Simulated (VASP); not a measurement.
# InAgTe2 (I-42d) in VASP: a series of runs

InAgTe2 is run at these levels: PBE; tasks: single point, relaxation of cell and atoms.

Everything below comes from runs of VASP 6.6.1. Logs are shortened: lines on timing, memory, paths and dates and some standing lists are left out, and cuts for length are marked.

### 1 The cell of the first run

It takes space group I-42d (No. 122, tetragonal). The conventional cell has a = 6.576 Å, b = 6.576 Å, c = 13.000 Å, α = 90.00°, β = 90.00°, γ = 90.00°. Within 3.8 Å of In (site symmetry -4) lie 4 Te at 2.86 Å. Ag (site symmetry -4) has 4 Te at 2.82 Å within 3.7 Å. Te (site symmetry 2) has 2 Ag at 2.82 Å and 2 In at 2.86 Å within 3.7 Å.

### 2 Single point, PBE

Input file INCAR:

```
ALGO = Normal ; EDIFF = 1E-6
ENCUT = 500 ; GGA = PE
GGA_COMPAT = F ; ISIF = 2
ISMEAR = 0 ; LASPH = T
LCHARG = F ; LREAL = F
LWAVE = F ; NBANDS = 46
NELM = 120 ; PREC = Accurate
SIGMA = 0.1
```

Input file KPOINTS:

```
k-points
0
Gamma
  4 4 4
```

Input file POSCAR:

```
InAgTe2
1.0
   -3.2877740863      3.2877740863      6.5002275389
    3.2877740863     -3.2877740863      6.5002275389
    3.2877740863      3.2877740863     -6.5002275389
In Ag Te
2 2 4
Direct
    0.5000000000      0.5000000000      0.0000000000
    0.2500000000      0.7500000000      0.5000000000
    0.0000000000      0.0000000000      0.0000000000
    0.7500000000      0.2500000000      0.5000000000
    0.3750000000      0.3694836210      0.4944836210
    0.6305163790      0.1250000000      1.0055163790
    0.8750000000      0.8805163790      0.5055163790
    0.1194836210      0.6250000000     -0.0055163790
```

Potentials or basis: VASP PAW PBE potentials, release 64 (In_d, Ag, Te).

On the command line:

```bash
$ cat potpaw_PBE.64/In_d/POTCAR potpaw_PBE.64/Ag/POTCAR potpaw_PBE.64/Te/POTCAR > POTCAR
$ mpirun -np 1 vasp_std > vasp.out
```

OUTCAR:

```text
EDIFF = 1E-6
   ENCUT = 500
   GGA = PE
   ISIF = 2
   ISMEAR = 0
   LASPH = T
   LREAL = F
   NELM = 120
   PREC = Accurate

 ion  position               nearest neighbor table
   1  0.500  0.500  0.000-   7 2.86   6 2.86   8 2.86   5 2.86
   2  0.250  0.750  0.500-   6 2.86   5 2.86   7 2.86   8 2.86
   3  0.000  0.000  0.000-   5 2.82   7 2.82   8 2.82   6 2.82
   4  0.750  0.250  0.500-   5 2.82   6 2.82   8 2.82   7 2.82
   5  0.375  0.369  0.494-   3 2.82   4 2.82   1 2.86   2 2.86
   6  0.631  0.125  0.006-   4 2.82   3 2.82   1 2.86   2 2.86
   7  0.875  0.881  0.506-   3 2.82   4 2.82   2 2.86   1 2.86
   8  0.119  0.625  0.994-   3 2.82   4 2.82   2 2.86   1 2.86

  LATTYP: Found a body centered tetragonal cell.
 ALAT       =     6.5755481726
 C/A-ratio  =     1.9770906906

  Lattice vectors:

 A1 = (  -3.2877740863,   3.2877740863,   6.5002275389)
 A2 = (   3.2877740863,  -3.2877740863,   6.5002275389)
 A3 = (   3.2877740863,   3.2877740863,  -6.5002275389)

Analysis of symmetry for initial positions (statically):
=====================================================================
 Subroutine PRICEL returns:
 Original cell was already a primitive cell.

 Routine SETGRP: Setting up the symmetry group for a
 body centered tetragonal supercell.

 Subroutine GETGRP returns: Found  8 space group operations
 (whereof  4 operations were pure point group operations)
 out of a pool of 16 trial point group operations.

The static configuration has the point symmetry S_4 .
 The point group associated with its full space group is D_2d.

Analysis of symmetry for dynamics (positions and initial velocities):
=====================================================================
 Subroutine PRICEL returns:
 Original cell was already a primitive cell.

 Routine SETGRP: Setting up the symmetry group for a
 body centered tetragonal supercell.

 Subroutine GETGRP returns: Found  8 space group operations
 (whereof  4 operations were pure point group operations)
 out of a pool of 16 trial point group operations.

The dynamic configuration has the point symmetry S_4 .
 The point group associated with its full space group is D_2d.

 Subroutine INISYM returns: Found  8 space group operations
 (whereof  4 operations are pure point group operations),
 and found     1 'primitive' translations

----------------------------------------------------------------------------------------

                                     Primitive cell

  volume of cell :     281.0558

  direct lattice vectors                    reciprocal lattice vectors
    -3.287774086  3.287774086  6.500227539     0.000000000  0.152078576  0.076920384
     3.287774086 -3.287774086  6.500227539     0.152078576  0.000000000  0.076920384
     3.287774086  3.287774086 -6.500227539     0.152078576  0.152078576  0.000000000

  length of vectors
     7.991988172  7.991988172  7.991988172     0.170424877  0.170424877  0.215071584

  position of ions in fractional coordinates (direct lattice)
     0.500000000  0.500000000  0.000000000
     0.250000000  0.750000000  0.500000000
     0.000000000  0.000000000  0.000000000
     0.750000000  0.250000000  0.500000000
     0.375000000  0.369483621  0.494483621
     0.630516379  0.125000000  0.005516379
     0.875000000  0.880516379  0.505516379
     0.119483621  0.625000000  0.994483621

  ion indices of the primitive-cell ions
   primitive index   ion index
                 1           1
                 2           2
                 3           3
                 4           4
                 5           5
                 6           6
                 7           7
                 8           8

----------------------------------------------------------------------------------------

 KPOINTS: k-points

Automatic generation of k-mesh.
 Grid dimensions read from file:
 generate k-points for:    4    4    4

 Generating k-lattice:

  Cartesian coordinates                     Fractional coordinates (reciprocal lattice)
     0.000000000  0.038019644  0.019230096     0.250000000  0.000000000 -0.000000000
     0.038019644  0.000000000  0.019230096     0.000000000  0.250000000 -0.000000000
     0.038019644  0.038019644  0.000000000     0.000000000  0.000000000  0.250000000

  Length of vectors
     0.042606219  0.042606219  0.053767896

  Shift w.r.t. Gamma in fractional coordinates (k-lattice)
     0.000000000  0.000000000  0.000000000

 Subroutine IBZKPT returns following result:
 ===========================================

 Found     13 irreducible k-points:

 Following reciprocal coordinates:
            Coordinates               Weight
  0.000000  0.000000  0.000000      1.000000
  0.250000 -0.000000  0.000000      8.000000
  0.500000 -0.000000  0.000000      4.000000
  0.250000  0.250000  0.000000      8.000000
  0.500000  0.250000  0.000000     16.000000
 -0.250000  0.250000  0.000000      4.000000
  0.500000  0.500000  0.000000      2.000000
  0.250000  0.250000  0.250000      2.000000
 -0.250000  0.250000  0.250000      4.000000
  0.500000  0.500000  0.250000      4.000000
 -0.250000  0.500000  0.250000      8.000000
 -0.250000 -0.250000  0.250000      2.000000
  0.500000  0.500000  0.500000      1.000000
   k-points           NKPTS =     13   k-points in BZ     NKDIM =     13   number of bands    NBANDS=     46
   number of dos      NEDOS =    301   number of ions     NIONS =      8
   total plane-waves  NPLWV = 216000
   dimension x,y,z NGX =    60 NGY =   60 NGZ =   60
   dimension x,y,z NGXF=   120 NGYF=  120 NGZF=  120
   ions per type =               2   2   4
   NGX,Y,Z   is equivalent  to a cutoff of  12.48, 12.48, 12.48 a.u.
   NGXF,Y,Z  is equivalent  to a cutoff of  24.96, 24.96, 24.96 a.u.
 SYSTEM =  unknown system
   PREC   = accura    normal or accurate (medium, high low for compatibility)
   ISTART =      0    job   : 0-new  1-cont  2-samecut
   ICHARG =      2    charge: 1-file 2-atom 10-const
   ISPIN  =      1    spin polarized calculation?
   LNONCOLLINEAR =      F non collinear calculations
   LSORBIT =      F    spin-orbit coupling
   LASPH  =      T    aspherical Exc in radial PAW
   ENCUT  =  500.0 eV  36.75 Ry    6.06 a.u.  14.57 14.57 14.57*2*pi/ulx,y,z
   NELM   =    120;   NELMIN=  2; NELMDL= -5     # of ELM steps
   EDIFF  = 0.1E-05   stopping-criterion for ELM
   LREAL  =      F    real-space projection
   EDIFFG = 0.1E-04   stopping-criterion for IOM
   NSW    =      0    number of steps for IOM
   IBRION =     -1    ionic relax: 0-MD 1-quasi-New 2-CG
   NFREE  =      0    steps in history (QN), initial steepest desc. (CG)
   ISIF   =      2    stress and relaxation
   ISYM   =      2    0-nonsym 1-usesym 2-fastsym
   POTIM  = 0.5000    time-step for ionic-motion
   TEBEG  =    0.0;   TEEND  =   0.0 temperature during run
   PSTRESS=    0.0 pullay stress
   NELECT =      72.0000    total number of electrons
   NUPDOWN=      -1.0000    fix difference up-down
   EMIN   =  10.00;   EMAX   =-10.00  energy-range for DOS
   EFERMI =   0.00;   METHOD = LEGACY
   ISMEAR =     0;   SIGMA  =   0.10  broadening in eV -4-tet -1-fermi 0-gaus
   EFERMI_NEDOS =   21; number of points for ismear=-14 and -15
   IALGO  =     38    algorithm
   IMIX   =      4    mixing-type and parameters
     AMIX     =   0.40;   BMIX     =  1.00
     AMIX_MAG =   1.60;   BMIX_MAG =  1.00
  volume/ion in A,a.u.               =      35.13       237.08
  Fermi-wavevector in a.u.,A,eV,Ry     =   1.039732  1.964809 14.708484  1.081043
  Thomas-Fermi vector in A             =   2.174276
   LORBIT       =      0    0 simple, 1 ext, 2 COOP (PROOUT), +10 PAW based schemes
   GGA     = PE    functional components
   LHFCALC =     F    Hartree Fock is set to
   AEXX    =    0.0000 exact exchange contribution
   IVDW    =     0    specifies the selected vdW correction
   LEPSILON=     F    determine dielectric tensor
   LRPA    =     F    only Hartree local field effects (RPA)
 non-spin polarized calculation
 Gauss-broadening in eV      SIGMA  =   0.10
  energy-cutoff  :      500.00
  volume of cell :      281.06
 maximum number of plane-waves:      7159
 NGX is ok and might be reduce to    60
   NGX = 29   NGY = 29   NGZ = 29

 number of electron      71.9999998 magnetization

 Free energy of the ion-electron system (eV)
  ---------------------------------------------------
  ext. energy  EPLUGINS =         0.00000000
  ---------------------------------------------------
  free energy    TOTEN  =       -25.45465645 eV

  energy without entropy =      -25.45250385  energy(sigma->0) =      -25.45358015

 E-fermi :   4.0013     XC(G=0):  -8.4685

 val. band max:        3.9674197812   @ k =   0.0000   0.0000   0.0000
 cond. band min:       4.0144142201   @ k =   0.0000   0.0000   0.0000
 fundamental gap:      0.0469944389
 Fermi energy:         4.0012908170

 k-point     1 :       0.0000    0.0000    0.0000
  band No.  band energies     occupation
      1     -10.7241      2.00000
      2     -10.7197      2.00000
      3     -10.7197      2.00000
      4     -10.6682      2.00000
      5     -10.6552      2.00000
      6     -10.6552      2.00000
[... 38 lines left out ...]
     45       8.3558      0.00000
     46       8.3558      0.00000

 k-point     2 :       0.2500   -0.0000    0.0000
  band No.  band energies     occupation
      1     -10.7239      2.00000
      2     -10.7207      2.00000
      3     -10.7152      2.00000
      4     -10.6701      2.00000
      5     -10.6607      2.00000
      6     -10.6538      2.00000
[... 38 lines left out ...]
     45       8.3650      0.00000
     46       8.7084      0.00000

 k-point     3 :       0.5000   -0.0000    0.0000
  band No.  band energies     occupation
      1     -10.7231      2.00000
      2     -10.7229      2.00000
      3     -10.7083      2.00000
      4     -10.6745      2.00000
      5     -10.6651      2.00000
      6     -10.6526      2.00000
[... 38 lines left out ...]
     45       8.6639      0.00000
     46       8.7463      0.00000

 k-point     4 :       0.2500    0.2500    0.0000
  band No.  band energies     occupation
      1     -10.7231      2.00000
      2     -10.7230      2.00000
      3     -10.7082      2.00000
      4     -10.6766      2.00000
      5     -10.6598      2.00000
      6     -10.6561      2.00000
[... 381 lines left out ...]
     45       8.7462      0.00000
     46       8.8865      0.00000

 k-point    12 :      -0.2500   -0.2500    0.2500
  band No.  band energies     occupation
      1     -10.7219      2.00000
      2     -10.7219      2.00000
      3     -10.7164      2.00000
      4     -10.6769      2.00000
      5     -10.6526      2.00000
      6     -10.6526      2.00000
[... 38 lines left out ...]
     45       8.5398      0.00000
     46       8.5398      0.00000

 k-point    13 :       0.5000    0.5000    0.5000
  band No.  band energies     occupation
      1     -10.7239      2.00000
      2     -10.7239      2.00000
      3     -10.6972      2.00000
      4     -10.6972      2.00000
      5     -10.6501      2.00000
      6     -10.6501      2.00000
[... 38 lines left out ...]
     45       9.5106      0.00000
     46       9.5106      0.00000

------------------------ aborting loop because EDIFF is reached ----------------------------------------

  FORCE on cell =-STRESS in cart. coord.  units (eV):
  Direction    XX          YY          ZZ          XY          YZ          ZX
  --------------------------------------------------------------------------------------
  -------------------------------------------------------------------------------------
  Total       -0.1692261     -0.1692261     -0.1564490      0.0000000      0.0000000      0.0000000
  in kB       -0.9646850     -0.9646850     -0.8918480      0.0000000      0.0000000      0.0000000
  external PRESSURE =      -0.9404060 kB  Pullay stress =       0.0000000 kB

 VOLUME and BASIS-vectors are now :
 -----------------------------------------------------------------------------
  energy-cutoff  :      500.00
  volume of cell :      281.06
      direct lattice vectors                 reciprocal lattice vectors
    -3.287774086  3.287774086  6.500227539     0.000000000  0.152078576  0.076920384
     3.287774086 -3.287774086  6.500227539     0.152078576  0.000000000  0.076920384
     3.287774086  3.287774086 -6.500227539     0.152078576  0.152078576  0.000000000

 POSITION                                       TOTAL-FORCE (eV/Angst)
 -----------------------------------------------------------------------------------
      0.00000      0.00000      6.50023        -0.000000      0.000000      0.000000
      3.28777      0.00000      3.25011         0.000000     -0.000000      0.000000
      0.00000      0.00000      0.00000        -0.000000     -0.000000      0.000000
      0.00000      3.28777      3.25011         0.000000      0.000000     -0.000000
      1.60761      1.64389      1.62506        -0.003765     -0.000000      0.000000
     -1.64389      1.68016      4.87517         0.000000      0.003765      0.000000
      1.68016      1.64389      8.12528         0.003765      0.000000      0.000000
      4.93166      1.60761     -1.62506        -0.000000     -0.003765      0.000000
 -----------------------------------------------------------------------------------
    total drift:                               -0.000001     -0.000001     -0.000002

  FREE ENERGIE OF THE ION-ELECTRON SYSTEM (eV)
  ---------------------------------------------------
  free  energy   TOTEN  =       -25.4546564536 eV

  energy  without entropy=      -25.4525038540  energy(sigma->0) =      -25.45358015
```

It took 5.1 min on 1 thread of Intel Xeon Platinum 8488C (Sapphire Rapids), shared host; peak memory 0.56 GiB.

Results:

- Free energy: -25.4547 eV
- Pressure: -0.1 GPa
- Largest force: 0.004 eV/Å
- Band gap on the k mesh: 0.05 eV, direct

Forces on the atoms (eV/Å):
```
In   0.000  0.000  0.000
In   0.000  0.000  0.000
Ag   0.000  0.000  0.000
Ag   0.000  0.000  0.000
Te  -0.004  0.000  0.000
Te   0.000  0.004  0.000
Te   0.004  0.000  0.000
Te   0.000 -0.004  0.000
```

Levels at points of the mesh, in eV from the valence-band top:
```
           k point  band 34  band 35  band 36  band 37  band 38  band 39
(0.00, 0.00, 0.00)    -0.08    -0.08     0.00     0.05     1.88     2.18
(0.50, 0.00, 0.00)    -1.18    -1.13    -0.56     1.67     2.02     2.95
(0.50, 0.50, 0.00)    -0.85    -0.49    -0.49     0.90     0.90     2.86
(0.50, 0.50, 0.50)    -1.21    -0.89    -0.89     1.51     1.51     2.16
```

Caveat: spin-orbit coupling is left out, which moves the levels of the heavy elements.

(Continued in part 2 of 2.)
